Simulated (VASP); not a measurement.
# BN (C2/m) in VASP: further runs, part 2 of 2

VASP 6.6.1. Earlier steps stand in the parts before.

## (4) Single point, r2SCAN (strain +0.0225 x Voigt [0, 0, 0, 1, 0, 0])

The input, POSCAR:

```
BN
1.0
    2.5009753125      0.0000000000      0.0000000000
   -1.2504876563      2.1659081548      0.0243664667
    0.0000000000      0.0773343187      6.8741616654
B N
2 2
Direct
    0.3333333333      0.6666666667      0.2500000000
    0.6666666667      0.3333333333      0.7500000000
    0.3333333333      0.6666666667      0.7500000000
    0.6666666667      0.3333333333      0.2500000000
```

The input, INCAR.step1:

```
SYSTEM = BN
ALGO = Normal ; EDIFF = 1E-4
ENCUT = 520 ; GGA = PE
ISMEAR = 0 ; LASPH = .TRUE.
LCHARG = .FALSE. ; LREAL = .FALSE.
LWAVE = .TRUE. ; NBANDS = 16
NELM = 80 ; PREC = Accurate
SIGMA = 0.05
```

The input, INCAR.step2:

```
SYSTEM = BN
ALGO = Normal ; EDIFF = 1E-6
ENCUT = 520 ; ISIF = 2
ISMEAR = 0 ; ISTART = 1
LASPH = .TRUE. ; LCHARG = .FALSE.
LMIXTAU = .TRUE. ; LREAL = .FALSE.
LWAVE = .FALSE. ; METAGGA = R2SCAN
NBANDS = 16 ; NELM = 80
PREC = Accurate ; SIGMA = 0.05
```

The input, KPOINTS:

```
k-points
0
G
  12 12 4
  0 0 0
```

Potentials or basis: VASP PAW PBE potentials, release 64 (B, N).

Started as:

```
cat potpaw_PBE.64/B/POTCAR potpaw_PBE.64/N/POTCAR > POTCAR
cp INCAR.step1 INCAR
mpirun -np 1 vasp_std > vasp.out
cp INCAR.step2 INCAR
mpirun -np 1 vasp_std > vasp.out
```

OUTCAR:

```text
SYSTEM = BN
   EDIFF = 1E-6
   ENCUT = 520
   ISIF = 2
   ISMEAR = 0
   ISTART = 1
   LASPH = .TRUE.
   LREAL = .FALSE.
   METAGGA = R2SCAN
   NELM = 80
   PREC = Accurate

 ion  position               nearest neighbor table
   1  0.333  0.667  0.250-   4 1.44   4 1.44   4 1.44
   2  0.667  0.333  0.750-   3 1.44   3 1.44   3 1.44
   3  0.333  0.667  0.750-   2 1.44   2 1.44   2 1.44
   4  0.667  0.333  0.250-   1 1.44   1 1.44   1 1.44

  LATTYP: Found a base centered monoclinic cell.
 ALAT       =     4.3320904237
[... 648 lines left out ...]
     15      17.0972      0.00000
     16      20.1496      0.00000

 [... further k-points ...]
[... 5 lines left out ...]
  --------------------------------------------------------------------------------------
  -------------------------------------------------------------------------------------
  Total        0.1530376      0.1421913     -0.0540961     -0.0000000     -0.0180381      0.0000000
  in kB        6.5855888      6.1188451     -2.3278874     -0.0000000     -0.7762260      0.0000000
  external PRESSURE =       3.4588488 kB  Pullay stress =       0.0000000 kB

 VOLUME and BASIS-vectors are now :
 -----------------------------------------------------------------------------
  energy-cutoff  :      520.00
  volume of cell :       37.23
      direct lattice vectors                 reciprocal lattice vectors
     2.500975313  0.000000000  0.000000000     0.399844011  0.230879268 -0.002597392
    -1.250487656  2.165908155  0.024366467     0.000000000  0.461758536 -0.005194784
     0.000000000  0.077334319  6.874161665     0.000000000 -0.001636770  0.145490698

 POSITION                                       TOTAL-FORCE (eV/Angst)
 -----------------------------------------------------------------------------------
     -0.00000      1.46327      1.73478        -0.000000      0.000514     -0.000007
      1.25049      0.77997      5.16374         0.000000     -0.000514      0.000007
     -0.00000      1.50194      5.17187        -0.000000      0.000085      0.000038
      1.25049      0.74130      1.72666         0.000000     -0.000085     -0.000038
 -----------------------------------------------------------------------------------
    total drift:                                0.000000     -0.000000     -0.000000

  FREE ENERGIE OF THE ION-ELECTRON SYSTEM (eV)
  ---------------------------------------------------
  free  energy   TOTEN  =       -38.5959106450 eV

  energy  without entropy=      -38.5959106450  energy(sigma->0) =      -38.59591065
```

OSZICAR.step1:

```text
N       E                     dE             d eps       ncg     rms          rms(c)
DAV:   1     0.515103004727E+02    0.51510E+02   -0.79321E+03  5272   0.919E+02
DAV:   2    -0.353823547772E+02   -0.86893E+02   -0.78653E+02  7264   0.222E+02
DAV:   3    -0.387760574640E+02   -0.33937E+01   -0.33786E+01  6776   0.438E+01
DAV:   4    -0.387991344838E+02   -0.23077E-01   -0.23073E-01  6608   0.401E+00
DAV:   5    -0.387993634730E+02   -0.22899E-03   -0.22898E-03  6744   0.380E-01    0.113E+01
DAV:   6    -0.355401481323E+02    0.32592E+01   -0.53009E+00  6904   0.176E+01    0.508E+00
DAV:   7    -0.352513594383E+02    0.28879E+00   -0.59587E-01  7144   0.553E+00    0.317E+00
DAV:   8    -0.351731038704E+02    0.78256E-01   -0.24689E-01  6904   0.332E+00    0.487E-01
DAV:   9    -0.351682076972E+02    0.48962E-02   -0.16270E-02  5920   0.103E+00    0.198E-01
DAV:  10    -0.351692562025E+02   -0.10485E-02   -0.13995E-03  6160   0.288E-01    0.354E-02
DAV:  11    -0.351693760747E+02   -0.11987E-03   -0.99573E-05  5712   0.815E-02    0.240E-02
DAV:  12    -0.351693913419E+02   -0.15267E-04   -0.25927E-05  4368   0.397E-02
   1 F= -.35169391E+02 E0= -.35169391E+02  d E =-.501864E-17
```

Run time: 4.5 min. Hardware: 1 thread of Intel Xeon Platinum 8259CL at 2.50GHz (Skylake/Cascade Lake), shared host; peak memory 0.21 GiB.

What came out:

| Property | Result |
| --- | --- |
| Free energy | -38.5959 eV |
| Pressure | 0.3 GPa |
| Band gap on the k mesh | 4.90 eV, indirect (least direct gap 5.28 eV) |

Stress tensor (GPa, compression positive):
```
 0.66  0.00  0.00
 0.00  0.61 -0.08
 0.00 -0.08 -0.23
```

Caveat: the cell differs from its parent crystal (strain +0.0225 x Voigt [0, 0, 0, 1, 0, 0]); the PAW data sets were made with another functional, which shifts forces and pressure a little. A k mesh can miss the band edges.

## (5) Single point, r2SCAN (strain +0.0075 x Voigt [0, 0, 0, 1, 0, 0])

Edit POSCAR of step 4 so:

```diff
@@ -3,4 +3,4 @@
     2.5009753125      0.0000000000      0.0000000000
-   -1.2504876563      2.1659081548      0.0243664667
-    0.0000000000      0.0773343187      6.8741616654
+   -1.2504876563      2.1659081548      0.0081221556
+    0.0000000000      0.0257781062      6.8741616654
 B N
```

The input, INCAR.step1:

```
SYSTEM = BN
PREC = Accurate
ENCUT = 520
ISMEAR = 0
SIGMA = 0.05
LREAL = .False.
LASPH = .True.
NELM = 80
NBANDS = 16
GGA = PE
ALGO = Normal
EDIFF = 1E-4
LWAVE = .True.
LCHARG = .False.
```

The input, INCAR.step2:

```
SYSTEM = BN
PREC = Accurate
ENCUT = 520
EDIFF = 1E-7
ISMEAR = 0
SIGMA = 0.05
LREAL = .False.
LASPH = .True.
NELM = 80
ALGO = Normal
ISIF = 2
LWAVE = .False.
LCHARG = .True.
METAGGA = R2SCAN
LMIXTAU = .True.
LELF = .True.
LVHAR = .True.
NBANDS = 16
ISTART = 1
```

The input, KPOINTS:

```
Automatic mesh
0
Gamma
  12 12 4
  0 0 0
```

Potentials or basis: VASP PAW PBE potentials, release 64 (B, N).

Started as:

```
cat potpaw_PBE.64/B/POTCAR potpaw_PBE.64/N/POTCAR > POTCAR
cp INCAR.step1 INCAR
mpirun -np 1 vasp_std > vasp.out
cp INCAR.step2 INCAR
mpirun -np 1 vasp_std > vasp.out
```

OUTCAR:

```text
SYSTEM = BN
   PREC = Accurate
   ENCUT = 520
   EDIFF = 1E-7
   ISMEAR = 0
   LREAL = .False.
   LASPH = .True.
   NELM = 80
   ISIF = 2
   METAGGA = R2SCAN
   ISTART = 1

 ion  position               nearest neighbor table
   1  0.333  0.667  0.250-   4 1.44   4 1.44   4 1.44
   2  0.667  0.333  0.750-   3 1.44   3 1.44   3 1.44
   3  0.333  0.667  0.750-   2 1.44   2 1.44   2 1.44
   4  0.667  0.333  0.250-   1 1.44   1 1.44   1 1.44

  LATTYP: Found a base centered monoclinic cell.
 ALAT       =     4.3318467676
 B/A-ratio  =     0.5773462098
 C/A-ratio  =     1.5869005457
 COS(beta)  =    -0.0074998945

  Lattice vectors:

 A1 = (  -1.2504876562,  -2.1659081548,  -0.0081221556)
 A2 = (   1.2504876563,  -2.1659081548,  -0.0081221556)
 A3 = (   0.0000000000,   0.0257781062,   6.8741616654)

Analysis of symmetry for initial positions (statically):
=====================================================================
 Subroutine PRICEL returns:
 Original cell was already a primitive cell.

 Routine SETGRP: Setting up the symmetry group for a
 base centered monoclinic supercell.

 Subroutine GETGRP returns: Found  4 space group operations
[... 165 lines left out ...]
  free energy    TOTEN  =       -38.59610137 eV

  energy without entropy =      -38.59610137  energy(sigma->0) =      -38.59610137

 E-fermi :   1.9978     XC(G=0): -10.5122

 val. band max:        1.7626949535   @ k =   0.3333   0.3333   0.5000
 cond. band min:       6.6801282850   @ k =   0.0000   0.5000  -0.0000
 fundamental gap:      4.9174333315
 Fermi energy:         1.9978261171

 k-point     1 :       0.0000    0.0000    0.0000
  band No.  band energies     occupation
      1     -17.0311      2.00000
      2     -16.8093      2.00000
      3      -4.4967      2.00000
      4      -2.6501      2.00000
      5       0.4039      2.00000
      6       0.4039      2.00000
[... 433 lines left out ...]
      3      -7.1812      2.00000
      4      -7.1195      2.00000
      5      -3.9525      2.00000
      6      -3.8951      2.00000
[... 8 lines left out ...]
     15      17.0983      0.00000
     16      20.1598      0.00000

 [... further k-points ...]
[... 5 lines left out ...]
  --------------------------------------------------------------------------------------
  -------------------------------------------------------------------------------------
  Total        0.1566566      0.1553931     -0.0555337     -0.0000000     -0.0061085      0.0000000
  in kB        6.7405649      6.6861962     -2.3894840     -0.0000000     -0.2628355      0.0000000
  external PRESSURE =       3.6790923 kB  Pullay stress =       0.0000000 kB

 VOLUME and BASIS-vectors are now :
 -----------------------------------------------------------------------------
  energy-cutoff  :      520.00
  volume of cell :       37.24
      direct lattice vectors                 reciprocal lattice vectors
     2.500975313  0.000000000  0.000000000     0.399844011  0.230853294 -0.000865700
    -1.250487656  2.165908155  0.008122156     0.000000000  0.461706587 -0.001731400
     0.000000000  0.025778106  6.874161665     0.000000000 -0.000545529  0.145474330

 POSITION                                       TOTAL-FORCE (eV/Angst)
 -----------------------------------------------------------------------------------
     -0.00000      1.45038      1.72396        -0.000000      0.000057     -0.000004
      1.25049      0.74130      5.15833         0.000000     -0.000057      0.000004
     -0.00000      1.46327      5.16104        -0.000000      0.000006     -0.000002
      1.25049      0.72841      1.72125         0.000000     -0.000006      0.000002
 -----------------------------------------------------------------------------------
    total drift:                                0.000000     -0.000000     -0.000000

  FREE ENERGIE OF THE ION-ELECTRON SYSTEM (eV)
  ---------------------------------------------------
  free  energy   TOTEN  =       -38.5961013693 eV

  energy  without entropy=      -38.5961013693  energy(sigma->0) =      -38.59610137
```

OUTCAR.step1:

```text
SYSTEM = BN
   PREC = Accurate
   ENCUT = 520
   ISMEAR = 0
   LREAL = .False.
   LASPH = .True.
   NELM = 80
[... 686 lines left out ...]
      1.25049      0.74130      5.15833         0.000000     -0.000069      0.000003
     -0.00000      1.46327      5.16104        -0.000000      0.000020     -0.000002
      1.25049      0.72841      1.72125         0.000000     -0.000020      0.000002
 -----------------------------------------------------------------------------------
    total drift:                                0.000000     -0.000000     -0.000000

  FREE ENERGIE OF THE ION-ELECTRON SYSTEM (eV)
  ---------------------------------------------------
  free  energy   TOTEN  =       -35.1695739963 eV

  energy  without entropy=      -35.1695739963  energy(sigma->0) =      -35.16957400
```

It took 6.5 min on 1 thread of Intel Xeon Platinum 8259CL at 2.50GHz (Skylake/Cascade Lake), shared host; peak memory 0.22 GiB.

Results:

```yaml
Free_energy: -38.5961 eV
Pressure: 0.4 GPa
Band_gap_on_the_k_mesh: 4.92 eV, indirect (least direct gap 5.34 eV)
```

Caveat: the cell differs from its parent crystal (strain +0.0075 x Voigt [0, 0, 0, 1, 0, 0]); the PAW data sets were made with another functional, which shifts forces and pressure a little. A k mesh can miss the band edges.

## (6) Summary

| cell | gap on the mesh (eV) | pressure (GPa) |
| --- | --- | --- |
| a = 2.501, b = 2.501, c = 6.875 Å, angles 91.5, 90.0, 120.0°, 4 atoms | 4.89 | 0.3 |
| a = 2.501, b = 2.501, c = 6.874 Å, angles 89.3, 90.0, 120.0°, 4 atoms | 4.91 | 0.4 |
| a = 2.501, b = 2.501, c = 6.875 Å, angles 88.9, 90.0, 120.0°, 4 atoms | 4.90 | 0.3 |
| a = 2.501, b = 2.501, c = 6.874 Å, angles 89.6, 90.0, 120.0°, 4 atoms | 4.92 | 0.4 |

Alike in all rows: task single point; level r2SCAN; potentials or basis VASP PAW PBE potentials, release 64 (B, N); no spin polarisation; k mesh 12 × 12 × 4; cutoff (eV) 520; smearing gaussian 0.05 eV.

Caveats: the PAW data sets were made with another functional, which shifts forces and pressure a little.

Total energies depend on the potentials used, so only differences within one code and one set of settings carry meaning.
